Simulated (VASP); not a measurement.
# SbW (F-43m) in VASP: further runs

Runs on SbW. Level: r2SCAN. Tasks: single point.

All numbers are computed with VASP 6.6.1; they aren't measurements. Logs are shortened: lines on timing, memory, paths and dates and some standing lists are left out, and cuts for length are marked.

## Step 1: The cell of the first run

It takes space group F-43m (No. 216, cubic). Conventional cell: a = 6.025 Å, b = 6.025 Å, c = 6.025 Å, α = 90.00°, β = 90.00°, γ = 90.00°. Within 3.4 Å of W (site symmetry -43m) lie 4 Sb at 2.61 Å. Sb (site symmetry -43m) has 4 W at 2.61 Å within 3.4 Å.

## Step 2: Single point, r2SCAN (27.34 Å³/atom)

POSCAR reads:

```
SbW
1.0
    0.0000000000      3.0125177469      3.0125177469
    3.0125177469      0.0000000000      3.0125177469
    3.0125177469      3.0125177469      0.0000000000
W Sb
1 1
Direct
    0.0000000000      0.0000000000      0.0000000000
    0.2500000000      0.2500000000      0.2500000000
```

INCAR.step1 reads:

```
  PREC = Accurate
  ENCUT = 520
  ISMEAR = 0
  SIGMA = 0.05
  LREAL = F
  LASPH = T
  NELM = 100
  NBANDS = 16
  GGA = PE
  ALGO = Normal
  EDIFF = 1E-4
  LWAVE = T
  LCHARG = F
```

INCAR.step2 reads:

```
  PREC = Accurate
  ENCUT = 520
  EDIFF = 1E-6
  ISMEAR = 0
  SIGMA = 0.05
  LREAL = F
  LASPH = T
  NELM = 100
  ALGO = Normal
  ISIF = 2
  LWAVE = F
  LCHARG = F
  METAGGA = R2SCAN
  LMIXTAU = T
  NBANDS = 16
  ISTART = 1
```

KPOINTS reads:

```
regular mesh
0
Gamma
  10 10 10
```

Potentials or basis: VASP PAW PBE potentials, release 64 (W_sv, Sb).

Run with:

```sh
$ cat potpaw_PBE.64/W_sv/POTCAR potpaw_PBE.64/Sb/POTCAR > POTCAR
$ cp INCAR.step1 INCAR
$ mpirun -np 1 vasp_std > vasp.out
$ cp INCAR.step2 INCAR
$ mpirun -np 1 vasp_std > vasp.out
```

OUTCAR:

```text
PREC = Accurate
   ENCUT = 520
   EDIFF = 1E-6
   ISMEAR = 0
   LREAL = F
   LASPH = T
   NELM = 100
   ISIF = 2
   METAGGA = R2SCAN
   ISTART = 1

 ion  position               nearest neighbor table
   1  0.000  0.000  0.000-   2 2.61   2 2.61   2 2.61   2 2.61
   2  0.250  0.250  0.250-   1 2.61   1 2.61   1 2.61   1 2.61

  LATTYP: Found a face centered cubic cell.
 ALAT       =     6.0250354938

  Lattice vectors:

 A1 = (   0.0000000000,   3.0125177469,   3.0125177469)
 A2 = (   3.0125177469,   0.0000000000,   3.0125177469)
 A3 = (   3.0125177469,   3.0125177469,   0.0000000000)

Analysis of symmetry for initial positions (statically):
=====================================================================
 Subroutine PRICEL returns:
 Original cell was already a primitive cell.

 Routine SETGRP: Setting up the symmetry group for a
 face centered cubic supercell.

 Subroutine GETGRP returns: Found 24 space group operations
 (whereof 24 operations were pure point group operations)
 out of a pool of 48 trial point group operations.

The static configuration has the point symmetry T_d .

Analysis of symmetry for dynamics (positions and initial velocities):
=====================================================================
 Subroutine PRICEL returns:
 Original cell was already a primitive cell.

 Routine SETGRP: Setting up the symmetry group for a
 face centered cubic supercell.

 Subroutine GETGRP returns: Found 24 space group operations
 (whereof 24 operations were pure point group operations)
 out of a pool of 48 trial point group operations.

The dynamic configuration has the point symmetry T_d .

 Subroutine INISYM returns: Found 24 space group operations
 (whereof 24 operations are pure point group operations),
 and found     1 'primitive' translations

----------------------------------------------------------------------------------------

                                     Primitive cell

  volume of cell :      54.6788

  direct lattice vectors                    reciprocal lattice vectors
     0.000000000  3.012517747  3.012517747    -0.165974126  0.165974126  0.165974126
     3.012517747  0.000000000  3.012517747     0.165974126 -0.165974126  0.165974126
     3.012517747  3.012517747  0.000000000     0.165974126  0.165974126 -0.165974126

  length of vectors
     4.260343455  4.260343455  4.260343455     0.287475619  0.287475619  0.287475619

  position of ions in fractional coordinates (direct lattice)
[... 79 lines left out ...]
   EDIFF  = 0.1E-05   stopping-criterion for ELM
   LREAL  =      F    real-space projection
   EDIFFG = 0.1E-04   stopping-criterion for IOM
   NSW    =      0    number of steps for IOM
   IBRION =     -1    ionic relax: 0-MD 1-quasi-New 2-CG
   NFREE  =      0    steps in history (QN), initial steepest desc. (CG)
   ISIF   =      2    stress and relaxation
   ISYM   =      2    0-nonsym 1-usesym 2-fastsym
   POTIM  = 0.5000    time-step for ionic-motion
   TEBEG  =    0.0;   TEEND  =   0.0 temperature during run
   PSTRESS=    0.0 pullay stress
   NELECT =      19.0000    total number of electrons
   NUPDOWN=      -1.0000    fix difference up-down
   EMIN   =  10.00;   EMAX   =-10.00  energy-range for DOS
   EFERMI =   0.00;   METHOD = LEGACY
   ISMEAR =     0;   SIGMA  =   0.05  broadening in eV -4-tet -1-fermi 0-gaus
   EFERMI_NEDOS =   21; number of points for ismear=-14 and -15
   IALGO  =     38    algorithm
   IMIX   =      4    mixing-type and parameters
     AMIX     =   0.40;   BMIX     =  1.00
     AMIX_MAG =   1.60;   BMIX_MAG =  1.00
  volume/ion in A,a.u.               =      27.34       184.50
  Fermi-wavevector in a.u.,A,eV,Ry     =   1.150941  2.174963 18.023166  1.324665
  Thomas-Fermi vector in A             =   2.287602
   LORBIT       =      0    0 simple, 1 ext, 2 COOP (PROOUT), +10 PAW based schemes
   METAGGA = R2SCAN    functional components
   LHFCALC =     F    Hartree Fock is set to
   AEXX    =    0.0000 exact exchange contribution
   IVDW    =     0    specifies the selected vdW correction
   LEPSILON=     F    determine dielectric tensor
   LRPA    =     F    only Hartree local field effects (RPA)
 non-spin polarized calculation
 Gauss-broadening in eV      SIGMA  =   0.05
  energy-cutoff  :      520.00
  volume of cell :       54.68
 maximum number of plane-waves:      1488
   NGX = 15   NGY = 15   NGZ = 15

 number of electron      18.9999998 magnetization

 Free energy of the ion-electron system (eV)
  ---------------------------------------------------
  ext. energy  EPLUGINS =         0.00000000
  ---------------------------------------------------
  free energy    TOTEN  =       -73.40479201 eV

  energy without entropy =      -73.39534340  energy(sigma->0) =      -73.40006770

 E-fermi :   6.1456     XC(G=0): -10.6243

 val. band max:        6.1376179542   @ k =   0.4000   0.0000   0.0000
 cond. band min:       6.1476977731   @ k =  -0.4000   0.3000   0.1000
 fundamental gap:      0.0100798189
 Fermi energy:         6.1456267013

 k-point     1 :       0.0000    0.0000    0.0000
  band No.  band energies     occupation
      1     -69.6096      2.00000
      2     -33.2398      2.00000
      3     -33.2398      2.00000
      4     -33.2398      2.00000
      5      -5.1923      2.00000
      6       2.8954      2.00000
[... 433 lines left out ...]
      3     -33.2483      2.00000
      4     -33.2477      2.00000
      5      -3.7847      2.00000
      6       1.4033      2.00000
[... 8 lines left out ...]
     15      13.4058      0.00000
     16      16.4832      0.00000

 [... further k-points ...]

------------------------ aborting loop because EDIFF is reached ----------------------------------------

  FORCE on cell =-STRESS in cart. coord.  units (eV):
  Direction    XX          YY          ZZ          XY          YZ          ZX
  --------------------------------------------------------------------------------------
  -------------------------------------------------------------------------------------
  Total        1.4708304      1.4708304      1.4708304     -0.0000000     -0.0000000      0.0000000
  in kB       43.0977256     43.0977256     43.0977256     -0.0000000     -0.0000000      0.0000000
  external PRESSURE =      43.0977256 kB  Pullay stress =       0.0000000 kB

 VOLUME and BASIS-vectors are now :
 -----------------------------------------------------------------------------
  energy-cutoff  :      520.00
  volume of cell :       54.68
      direct lattice vectors                 reciprocal lattice vectors
     0.000000000  3.012517747  3.012517747    -0.165974126  0.165974126  0.165974126
     3.012517747  0.000000000  3.012517747     0.165974126 -0.165974126  0.165974126
     3.012517747  3.012517747  0.000000000     0.165974126  0.165974126 -0.165974126

 POSITION                                       TOTAL-FORCE (eV/Angst)
 -----------------------------------------------------------------------------------
      0.00000      0.00000      0.00000         0.000000      0.000000      0.000000
      1.50626      1.50626      1.50626        -0.000000     -0.000000     -0.000000
 -----------------------------------------------------------------------------------
    total drift:                               -0.000000     -0.000000     -0.000000

  FREE ENERGIE OF THE ION-ELECTRON SYSTEM (eV)
  ---------------------------------------------------
  free  energy   TOTEN  =       -73.4047920117 eV

  energy  without entropy=      -73.3953433975  energy(sigma->0) =      -73.40006770
```

OUTCAR.step1:

```text
PREC = Accurate
   ENCUT = 520
   ISMEAR = 0
   LREAL = F
   LASPH = T
[... 676 lines left out ...]
 -----------------------------------------------------------------------------------
      0.00000      0.00000      0.00000         0.000000      0.000000      0.000000
      1.50626      1.50626      1.50626        -0.000000     -0.000000     -0.000000
 -----------------------------------------------------------------------------------
    total drift:                               -0.000001     -0.000001     -0.000001

  FREE ENERGIE OF THE ION-ELECTRON SYSTEM (eV)
  ---------------------------------------------------
  free  energy   TOTEN  =       -13.5051456083 eV

  energy  without entropy=      -13.4946456555  energy(sigma->0) =      -13.49989563
```

Run time: 84 s. Hardware: 1 thread of Intel Xeon Platinum 8259CL at 2.50GHz (Skylake/Cascade Lake), shared host; peak memory 0.21 GiB.

What came out:

* Free energy: -73.4048 eV
* Pressure: 4.3 GPa
* Band gap on the k mesh: zero (an odd number of electrons rules out a gap without spin polarisation)

Levels at points of the mesh, in eV from the Fermi level:
```tsv
k point	band 8	band 9	band 10	band 11	band 12	band 13
(0.00, 0.00, 0.00)	-3.25	-0.16	-0.16	3.88	6.28	6.28
(0.50, 0.00, 0.00)	-2.89	0.10	0.11	0.11	3.36	3.36
(0.50, 0.50, 0.00)	-2.02	-1.02	-0.11	0.35	1.11	1.11
```

Caveat: the cell stands under pressure; the PAW data sets were made with another functional, which shifts forces and pressure a little; spin-orbit coupling is left out, which moves the levels of the heavy elements.

## Step 3: Single point, r2SCAN (27.91 Å³/atom)

This run uses another cell than the first one, of 27.91 Å³/atom.

POSCAR reads:

```
SbW
1.0
    0.0000000000      3.0332943879      3.0332943879
    3.0332943879      0.0000000000      3.0332943879
    3.0332943879      3.0332943879      0.0000000000
W Sb
1 1
Direct
    0.0000000000      0.0000000000      0.0000000000
    0.2500000000      0.2500000000      0.2500000000
```

INCAR.step1 reads:

```
SYSTEM = SbW
PREC = Accurate
ENCUT = 520
ISMEAR = 0
SIGMA = 0.05
LREAL = .FALSE.
LASPH = .TRUE.
NELM = 100
NBANDS = 16
GGA = PE
ALGO = Normal
EDIFF = 1E-4
LWAVE = .TRUE.
LCHARG = .FALSE.
```

INCAR.step2 reads:

```
SYSTEM = SbW
PREC = Accurate
ENCUT = 520
EDIFF = 1E-6
ISMEAR = 0
SIGMA = 0.05
LREAL = .FALSE.
LASPH = .TRUE.
NELM = 100
ALGO = Normal
ISIF = 2
LWAVE = .FALSE.
LCHARG = .FALSE.
METAGGA = R2SCAN
LMIXTAU = .TRUE.
NBANDS = 16
ISTART = 1
```

KPOINTS reads:

```
regular mesh
0
G
  10 10 10
  0 0 0
```

Potentials or basis: VASP PAW PBE potentials, release 64 (W_sv, Sb).

Run with:

```sh
$ cat potpaw_PBE.64/W_sv/POTCAR potpaw_PBE.64/Sb/POTCAR > POTCAR
$ cp INCAR.step1 INCAR
$ mpirun -np 1 vasp_std > vasp.out
$ cp INCAR.step2 INCAR
$ mpirun -np 1 vasp_std > vasp.out
```

Wall time 79 s (1 thread of Intel Xeon Platinum 8259CL at 2.50GHz (Skylake/Cascade Lake), shared host); peak memory 0.21 GiB.

Results (log left out):

```yaml
Free_energy: -73.4277 eV
Pressure: 2.1 GPa
Band_gap_on_the_k_mesh: zero (an odd number of electrons rules out a gap without spin polarisation)
```

Levels at points of the mesh, in eV from the Fermi level:
| k point | band 6 | band 7 | band 8 | band 9 | band 10 | band 11 | band 12 | band 13 | band 14 | band 15 |
| --- | --- | --- | --- | --- | --- | --- | --- | --- | --- | --- |
| (0.00, 0.00, 0.00) | -3.19 | -3.19 | -3.19 | -0.15 | -0.15 | 3.76 | 6.16 | 6.16 | 6.16 | 7.07 |
| (0.50, 0.00, 0.00) | -4.62 | -2.84 | -2.84 | 0.09 | 0.11 | 0.11 | 3.29 | 3.29 | 4.87 | 8.99 |
| (0.50, 0.50, 0.00) | -5.08 | -2.01 | -2.01 | -0.97 | -0.13 | 0.35 | 1.09 | 1.09 | 6.86 | 6.95 |

Caveat: the PAW data sets were made with another functional, which shifts forces and pressure a little; spin-orbit coupling is left out, which moves the levels of the heavy elements.

## Step 4: Single point, r2SCAN (28.48 Å³/atom)

This run uses another cell than the first one, of 28.48 Å³/atom.

POSCAR reads:

```
SbW
1.0
    0.0000000000      3.0537902420      3.0537902420
    3.0537902420      0.0000000000      3.0537902420
    3.0537902420      3.0537902420      0.0000000000
W Sb
1 1
Direct
    0.0000000000      0.0000000000      0.0000000000
    0.2500000000      0.2500000000      0.2500000000
```

INCAR.step1 reads:

```
SYSTEM = SbW
  ALGO = Normal
  EDIFF = 1E-4
  ENCUT = 520
  GGA = PE
  ISMEAR = 0
  LASPH = .True.
  LCHARG = .False.
  LREAL = .False.
  LWAVE = .True.
  NBANDS = 16
  NELM = 60
  PREC = Accurate
  SIGMA = 0.05
```

INCAR.step2 reads:

```
SYSTEM = SbW
  ALGO = Normal
  EDIFF = 1E-6
  ENCUT = 520
  ISIF = 2
  ISMEAR = 0
  ISTART = 1
  LASPH = .True.
  LCHARG = .False.
  LMIXTAU = .True.
  LREAL = .False.
  LWAVE = .False.
  METAGGA = R2SCAN
  NBANDS = 16
  NELM = 60
  PREC = Accurate
  SIGMA = 0.05
```

KPOINTS reads:

```
k-points
0
Gamma
  10 10 10
  0 0 0
```

Run with:

```sh
$ cat potpaw_PBE.64/W_sv/POTCAR potpaw_PBE.64/Sb/POTCAR > POTCAR
$ cp INCAR.step1 INCAR
$ mpirun -np 1 vasp_std > vasp.out
$ cp INCAR.step2 INCAR
$ mpirun -np 1 vasp_std > vasp.out
```

Run time: 80 s. Hardware: 1 thread of Intel Xeon Platinum 8259CL at 2.50GHz (Skylake/Cascade Lake), shared host; peak memory 0.21 GiB.

Results (log left out):

- Free energy: -73.4357 eV
- Pressure: 0.1 GPa
- Band gap on the k mesh: zero (an odd number of electrons rules out a gap without spin polarisation)

Levels at points of the mesh, in eV from the Fermi level:
| k point | band 8 | band 9 | band 10 | band 11 | band 12 | band 13 |
| --- | --- | --- | --- | --- | --- | --- |
| (0.00, 0.00, 0.00) | -3.14 | -0.14 | -0.14 | 3.64 | 6.05 | 6.05 |
| (0.50, 0.00, 0.00) | -2.79 | 0.09 | 0.11 | 0.11 | 3.22 | 3.22 |
| (0.50, 0.50, 0.00) | -2.00 | -0.92 | -0.14 | 0.35 | 1.08 | 1.08 |

Caveat: the PAW data sets were made with another functional, which shifts forces and pressure a little; spin-orbit coupling is left out, which moves the levels of the heavy elements.

## Step 5: The runs side by side

```tsv
cell	gap on the mesh (eV)	pressure (GPa)
a = 4.260 Å, angles 60.0°, 2 atoms	none	4.3
a = 4.290 Å, angles 60.0°, 2 atoms	none	2.1
a = 4.319 Å, angles 60.0°, 2 atoms	none	0.1
```

Alike in all rows: task single point; level r2SCAN; potentials or basis VASP PAW PBE potentials, release 64 (W_sv, Sb); no spin polarisation; k mesh 10 × 10 × 10; cutoff (eV) 520; smearing gaussian 0.05 eV.

Caveats: the PAW data sets were made with another functional, which shifts forces and pressure a little; spin-orbit coupling is left out, which moves the levels of the heavy elements; the cell stands under pressure (at least some runs).

Total energies depend on the potentials used, so only differences within one code and one set of settings carry meaning.
